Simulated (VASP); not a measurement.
# GaSb (I-4m2) in VASP: a series of runs, part 3 of 3

VASP 6.6.1.

## Step 6: Single point, r2SCAN (strain +0.0525 x Voigt [1, 0, 0, 0, 0, 0])

POSCAR

```
GaSb
1.0
    0.0000000000      3.0590000000      3.0590000000
    3.2195975000      0.0000000000      3.0590000000
    3.2195975000      3.0590000000      0.0000000000
Ga Sb
1 1
Direct
    0.0000000000      0.0000000000      0.0000000000
    0.7500000000      0.7500000000      0.7500000000
```

INCAR.step1

```
SYSTEM = GaSb
PREC = Accurate
ENCUT = 520
ISMEAR = 0
SIGMA = 0.05
LREAL = .FALSE.
LASPH = .TRUE.
NELM = 100
NBANDS = 16
GGA = PE
ALGO = Normal
EDIFF = 1E-4
LWAVE = .TRUE.
LCHARG = .FALSE.
```

INCAR.step2

```
SYSTEM = GaSb
PREC = Accurate
ENCUT = 520
EDIFF = 1E-7
ISMEAR = 0
SIGMA = 0.05
LREAL = .FALSE.
LASPH = .TRUE.
NELM = 100
ALGO = Normal
ISIF = 2
LWAVE = .FALSE.
LCHARG = .TRUE.
METAGGA = R2SCAN
LMIXTAU = .TRUE.
LELF = .TRUE.
LVHAR = .TRUE.
NBANDS = 16
ISTART = 1
```

KPOINTS

```
Automatic mesh
0
G
  10 10 10
  0 0 0
```

Potentials or basis: VASP PAW PBE potentials, release 64 (Ga_d, Sb).

The run is started by

```
> cat potpaw_PBE.64/Ga_d/POTCAR potpaw_PBE.64/Sb/POTCAR > POTCAR
> cp INCAR.step1 INCAR
> mpirun -np 1 vasp_std > vasp.out
> cp INCAR.step2 INCAR
> mpirun -np 1 vasp_std > vasp.out
```

OUTCAR:

```text
SYSTEM = GaSb
   PREC = Accurate
   ENCUT = 520
   EDIFF = 1E-7
   ISMEAR = 0
   LREAL = .FALSE.
   LASPH = .TRUE.
   NELM = 100
   ISIF = 2
   METAGGA = R2SCAN
   ISTART = 1

 ion  position               nearest neighbor table
   1  0.000  0.000  0.000-   2 2.70   2 2.70   2 2.70   2 2.70
   2  0.750  0.750  0.750-   1 2.70   1 2.70   1 2.70   1 2.70

  LATTYP: Found a body centered tetragonal cell.
 ALAT       =     4.3260792873
 C/A-ratio  =     1.4884597744

  Lattice vectors:

 A1 = (   3.2195975000,   0.0000000000,   3.0590000000)
 A2 = (   3.2195975000,   0.0000000000,  -3.0590000000)
 A3 = (  -3.2195975000,   3.0590000000,   0.0000000000)

Analysis of symmetry for initial positions (statically):
=====================================================================
 Subroutine PRICEL returns:
 Original cell was already a primitive cell.

 Routine SETGRP: Setting up the symmetry group for a
 body centered tetragonal supercell.

 Subroutine GETGRP returns: Found  8 space group operations
 (whereof  8 operations were pure point group operations)
 out of a pool of 16 trial point group operations.

The static configuration has the point symmetry D_2d.

Analysis of symmetry for dynamics (positions and initial velocities):
=====================================================================
 Subroutine PRICEL returns:
 Original cell was already a primitive cell.

 Routine SETGRP: Setting up the symmetry group for a
 body centered tetragonal supercell.

 Subroutine GETGRP returns: Found  8 space group operations
 (whereof  8 operations were pure point group operations)
 out of a pool of 16 trial point group operations.

The dynamic configuration has the point symmetry D_2d.

 Subroutine INISYM returns: Found  8 space group operations
 (whereof  8 operations are pure point group operations),
 and found     1 'primitive' translations

----------------------------------------------------------------------------------------

                                     Primitive cell

  volume of cell :      60.2546

  direct lattice vectors                    reciprocal lattice vectors
     0.000000000  3.059000000  3.059000000    -0.155298915  0.163452109  0.163452109
     3.219597500  0.000000000  3.059000000     0.155298915 -0.163452109  0.163452109
     3.219597500  3.059000000  0.000000000     0.155298915  0.163452109 -0.163452109

  length of vectors
     4.326079287  4.441090977  4.441090977     0.278479688  0.278479688  0.278479688

  position of ions in fractional coordinates (direct lattice)
     0.000000000  0.000000000  0.000000000
     0.750000000  0.750000000  0.750000000

  ion indices of the primitive-cell ions
   primitive index   ion index
                 1           1
                 2           2

----------------------------------------------------------------------------------------

 KPOINTS: Automatic mesh

Automatic generation of k-mesh.
 Grid dimensions read from file:
 generate k-points for:   10   10   10

 Generating k-lattice:

  Cartesian coordinates                     Fractional coordinates (reciprocal lattice)
    -0.015529892  0.016345211  0.016345211     0.100000000 -0.000000000 -0.000000000
     0.015529892 -0.016345211  0.016345211     0.000000000  0.100000000  0.000000000
     0.015529892  0.016345211 -0.016345211     0.000000000  0.000000000  0.100000000

  Length of vectors
     0.027847969  0.027847969  0.027847969

  Shift w.r.t. Gamma in fractional coordinates (k-lattice)
     0.000000000  0.000000000  0.000000000

 Subroutine IBZKPT returns following result:
 ===========================================

 Found    102 irreducible k-points:

 Following reciprocal coordinates:
            Coordinates               Weight
  0.000000  0.000000  0.000000      1.000000
  0.100000  0.000000  0.000000      8.000000
  0.200000  0.000000  0.000000      8.000000
  0.300000  0.000000  0.000000      8.000000
  0.400000  0.000000  0.000000      8.000000
  0.500000  0.000000  0.000000      4.000000
[... 16 lines left out ...]
  0.300000  0.300000  0.000000      4.000000
  0.400000  0.300000  0.000000     16.000000
 [... further k-points ...]
   k-points           NKPTS =    102   k-points in BZ     NKDIM =    102   number of bands    NBANDS=     16
   number of dos      NEDOS =    301   number of ions     NIONS =      2
   total plane-waves  NPLWV =  41472
   dimension x,y,z NGX =    32 NGY =   36 NGZ =   36
   dimension x,y,z NGXF=    64 NGYF=   72 NGZF=   72
   ions per type =               1   1
   NGX,Y,Z   is equivalent  to a cutoff of  12.30, 13.48, 13.48 a.u.
   NGXF,Y,Z  is equivalent  to a cutoff of  24.59, 26.95, 26.95 a.u.
 SYSTEM =  GaSb
   PREC   = accura    normal or accurate (medium, high low for compatibility)
   ISTART =      1    job   : 0-new  1-cont  2-samecut
   ICHARG =      0    charge: 1-file 2-atom 10-const
   ISPIN  =      1    spin polarized calculation?
   LNONCOLLINEAR =      F non collinear calculations
   LSORBIT =      F    spin-orbit coupling
   LASPH  =      T    aspherical Exc in radial PAW
   ENCUT  =  520.0 eV  38.22 Ry    6.18 a.u.   8.04  8.26  8.26*2*pi/ulx,y,z
   NELM   =    100;   NELMIN=  2; NELMDL=  0     # of ELM steps
   EDIFF  = 0.1E-06   stopping-criterion for ELM
   LREAL  =      F    real-space projection
   EDIFFG = 0.1E-05   stopping-criterion for IOM
   NSW    =      0    number of steps for IOM
   IBRION =     -1    ionic relax: 0-MD 1-quasi-New 2-CG
   NFREE  =      0    steps in history (QN), initial steepest desc. (CG)
   ISIF   =      2    stress and relaxation
   ISYM   =      2    0-nonsym 1-usesym 2-fastsym
   POTIM  = 0.5000    time-step for ionic-motion
   TEBEG  =    0.0;   TEEND  =   0.0 temperature during run
   PSTRESS=    0.0 pullay stress
   NELECT =      18.0000    total number of electrons
   NUPDOWN=      -1.0000    fix difference up-down
   EMIN   =  10.00;   EMAX   =-10.00  energy-range for DOS
   EFERMI =   0.00;   METHOD = LEGACY
   ISMEAR =     0;   SIGMA  =   0.05  broadening in eV -4-tet -1-fermi 0-gaus
   EFERMI_NEDOS =   21; number of points for ismear=-14 and -15
   IALGO  =     38    algorithm
   IMIX   =      4    mixing-type and parameters
     AMIX     =   0.40;   BMIX     =  1.00
     AMIX_MAG =   1.60;   BMIX_MAG =  1.00
  volume/ion in A,a.u.               =      30.13       203.31
  Fermi-wavevector in a.u.,A,eV,Ry     =   1.094382  2.068082 16.295307  1.197671
  Thomas-Fermi vector in A             =   2.230685
   LORBIT       =      0    0 simple, 1 ext, 2 COOP (PROOUT), +10 PAW based schemes
   METAGGA = R2SCAN    functional components
   LHFCALC =     F    Hartree Fock is set to
   AEXX    =    0.0000 exact exchange contribution
   IVDW    =     0    specifies the selected vdW correction
   LEPSILON=     F    determine dielectric tensor
   LRPA    =     F    only Hartree local field effects (RPA)
 non-spin polarized calculation
 Gauss-broadening in eV      SIGMA  =   0.05
  energy-cutoff  :      520.00
  volume of cell :       60.25
 maximum number of plane-waves:      1644
   NGX = 17   NGY = 17   NGZ = 17

 number of electron      17.9999998 magnetization

 Free energy of the ion-electron system (eV)
  ---------------------------------------------------
  ext. energy  EPLUGINS =         0.00000000
  ---------------------------------------------------
  free energy    TOTEN  =       -37.57166551 eV

  energy without entropy =      -37.57160299  energy(sigma->0) =      -37.57163425

 E-fermi :   4.2787     XC(G=0):  -9.4885

 val. band max:        4.2768763090   @ k =   0.0000   0.0000   0.0000
 cond. band min:       4.7034268603   @ k =   0.5000   0.0000   0.0000
 fundamental gap:      0.4265505513
 Fermi energy:         4.2786554391

 k-point     1 :       0.0000    0.0000    0.0000
  band No.  band energies     occupation
      1     -11.2382      2.00000
      2     -11.2311      2.00000
      3     -11.2310      2.00000
      4     -11.1883      2.00000
      5     -11.1815      2.00000
      6      -7.3983      2.00000
[... 8 lines left out ...]
     15      12.6297      0.00000
     16      13.5236      0.00000
[... 419 lines left out ...]
 k-point    24 :       0.4000    0.3000    0.0000
  band No.  band energies     occupation
      1     -11.2644      2.00000
      2     -11.2186      2.00000
      3     -11.2162      2.00000
      4     -11.1954      2.00000
      5     -11.1788      2.00000
      6      -5.7740      2.00000
[... 8 lines left out ...]
     15      14.8279      0.00000
     16      15.1514      0.00000

 [... further k-points ...]
[... 5 lines left out ...]
  --------------------------------------------------------------------------------------
  -------------------------------------------------------------------------------------
  Total       -1.4304424     -0.4325085     -0.4325085      0.0000000      0.0000000     -0.0000000
  in kB      -38.0356127    -11.5004473    -11.5004473      0.0000000      0.0000000     -0.0000000
  external PRESSURE =     -20.3455024 kB  Pullay stress =       0.0000000 kB

 VOLUME and BASIS-vectors are now :
 -----------------------------------------------------------------------------
  energy-cutoff  :      520.00
  volume of cell :       60.25
      direct lattice vectors                 reciprocal lattice vectors
     0.000000000  3.059000000  3.059000000    -0.155298915  0.163452109  0.163452109
     3.219597500  0.000000000  3.059000000     0.155298915 -0.163452109  0.163452109
     3.219597500  3.059000000  0.000000000     0.155298915  0.163452109 -0.163452109

 POSITION                                       TOTAL-FORCE (eV/Angst)
 -----------------------------------------------------------------------------------
      0.00000      0.00000      0.00000        -0.000000      0.000000      0.000000
      4.82940      4.58850      4.58850         0.000000     -0.000000     -0.000000
 -----------------------------------------------------------------------------------
    total drift:                                0.000039      0.000124      0.000124

  FREE ENERGIE OF THE ION-ELECTRON SYSTEM (eV)
  ---------------------------------------------------
  free  energy   TOTEN  =       -37.5716655070 eV

  energy  without entropy=      -37.5716029911  energy(sigma->0) =      -37.57163425
```

It took 7.2 min on 1 thread of Intel Xeon 8259CL, shared host; peak memory 0.28 GiB.

What came out:

* Free energy: -37.5717 eV
* Pressure: -2.0 GPa
* Band gap on the k mesh: zero (filled and empty bands touch)

Stress tensor (GPa, compression positive):
```
-3.80  0.00  0.00
 0.00 -1.15  0.00
 0.00  0.00 -1.15
```

Levels at points of the mesh, in eV from the Fermi level:
| k point | band 7 | band 8 | band 9 | band 10 | band 11 | band 12 |
| --- | --- | --- | --- | --- | --- | --- |
| (0.00, 0.00, 0.00) | -0.32 | -0.06 | 0.00 | 0.00 | 2.85 | 2.85 |
| (0.50, 0.00, 0.00) | -6.43 | -1.43 | -1.04 | 0.42 | 3.82 | 4.04 |
| (0.50, 0.50, 0.00) | -6.84 | -2.73 | -2.69 | 0.93 | 1.36 | 8.69 |
| (0.00, 0.50, 0.50) | -7.07 | -2.41 | -2.41 | 1.33 | 1.69 | 8.76 |

Caveat: the cell differs from its parent crystal (strain +0.0525 x Voigt [1, 0, 0, 0, 0, 0]); semilocal functionals underestimate gaps, so a narrow gap can read as zero; the PAW data sets were made with another functional, which shifts forces and pressure a little; spin-orbit coupling is left out, which moves the levels of the heavy elements.

## Step 7: Overview

```tsv
cell	gap on the mesh (eV)	pressure (GPa)
a = 4.326, b = 4.294, c = 4.294 Å, angles 60.5, 59.8, 59.8°, 2 atoms	0.50	1.3
a = 4.326, b = 4.359, c = 4.359 Å, angles 59.5, 60.2, 60.2°, 2 atoms	0.30	-0.3
a = 4.326, b = 4.391, c = 4.391 Å, angles 59.0, 60.5, 60.5°, 2 atoms	0.16	-1.1
a = 4.326, b = 4.424, c = 4.424 Å, angles 58.5, 60.7, 60.7°, 2 atoms	-	-1.7
a = 4.326, b = 4.441, c = 4.441 Å, angles 58.3, 60.9, 60.9°, 2 atoms	none	-2.0
```

Alike in all rows: task single point; level r2SCAN; potentials or basis VASP PAW PBE potentials, release 64 (Ga_d, Sb); no spin polarisation; k mesh 10 × 10 × 10; cutoff (eV) 520; smearing gaussian 0.05 eV.

Caveats: the PAW data sets were made with another functional, which shifts forces and pressure a little; spin-orbit coupling is left out, which moves the levels of the heavy elements; semilocal functionals underestimate gaps, so a narrow gap can read as zero (at least some runs).

Total energies depend on the potentials used, so only differences within one code and one set of settings carry meaning.
